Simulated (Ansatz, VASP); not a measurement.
## Au in VASP and in Ansatz

Contents of INCAR:

```
SYSTEM = Au
PREC = Accurate ; ENCUT = 520
EDIFF = 1E-6 ; ISMEAR = 0
SIGMA = 0.15 ; LREAL = .False.
LASPH = .True. ; NELM = 80
ALGO = Fast ; ISIF = 2
LWAVE = .False. ; LCHARG = .False.
GGA = PE ; NBANDS = 42
```

KPOINTS

```
Automatic mesh
0
Gamma
  18 18 4
  0 0 0
```

POSCAR

```
Au
1.0
    2.0455000000     -2.0455000000      0.0000000000
    2.0455000000      0.0000000000     -2.0455000000
    8.7593502692      8.7593502692      8.7593502692
Au
6
Direct
    0.6666666667      0.6666666667      0.0778250607
    0.0000000000      0.0000000000      0.8562313493
    0.3333333333      0.3333333333      0.2335063184
    0.6666666667      0.6666666667      0.5448688339
    0.0000000000      0.0000000000      0.3891875762
    0.3333333333      0.3333333333      0.7005500916
```

Input for Ansatz:

```yaml
crystal:
  lattice:
    - [2.0455, -2.0455, 0.0]
    - [2.0455, 0.0, -2.0455]
    - [8.7593502692, 8.7593502692, 8.7593502692]
  atoms:
    - { symbol: Au, position: [0.6666666667, 0.6666666667, 0.0778250607] }
    - { symbol: Au, position: [0.0, 0.0, 0.8562313493] }
    - { symbol: Au, position: [0.3333333333, 0.3333333333, 0.2335063184] }
    - { symbol: Au, position: [0.6666666667, 0.6666666667, 0.5448688339] }
    - { symbol: Au, position: [0.0, 0.0, 0.3891875762] }
    - { symbol: Au, position: [0.3333333333, 0.3333333333, 0.7005500916] }
basis:
  ecutwfc: 420
kpoints:
  mp_grid: { grid: [18, 18, 4] }
hamiltonian:
  xc: pbe
scf:
  occupations: { method: gaussian, width: 0.15 }
output:
  forces: true
  stress: true
  eigenvalues: true
```

Alike in both runs: task single point; functional PBE; k mesh 18 × 18 × 4; occupations gaussian, width 0.15 eV; no spin polarisation.

|  | VASP | Ansatz |
| --- | --- | --- |
| version | VASP 6.6.1 | Ansatz 0.2.0 |
| potentials or method | VASP PAW PBE potentials, release 64 (Au), cutoff 520 eV | scalar-relativistic, plane waves, PAW |
| valence electrons in the cell | 66 | 114 |

|  | VASP | Ansatz | Ansatz less VASP |
| --- | --- | --- | --- |
| gap on the k mesh at the Fermi level (eV) | none | none | - |
| pressure (GPa) | 3.5 | 3.7 | +0.23 |
| traceless stress, the component that is largest in VASP (GPa) | 0.24 | 0.25 | +0.002 |
| rms of the force components (eV/Å) | 0.239 | 0.243 | +0.0037 |

Atom by atom the forces differ by 0.004 eV/Å (rms over components). A gap of «none» marks a metal or a gap that the smearing closes. With one functional, cell and mesh, what is left measures potentials, basis and numerics. VASP's potentials hold 66 valence electrons a cell and Ansatz's 114, so a difference there can come from the potentials and not from the codes.

Spin-orbit coupling is off throughout.
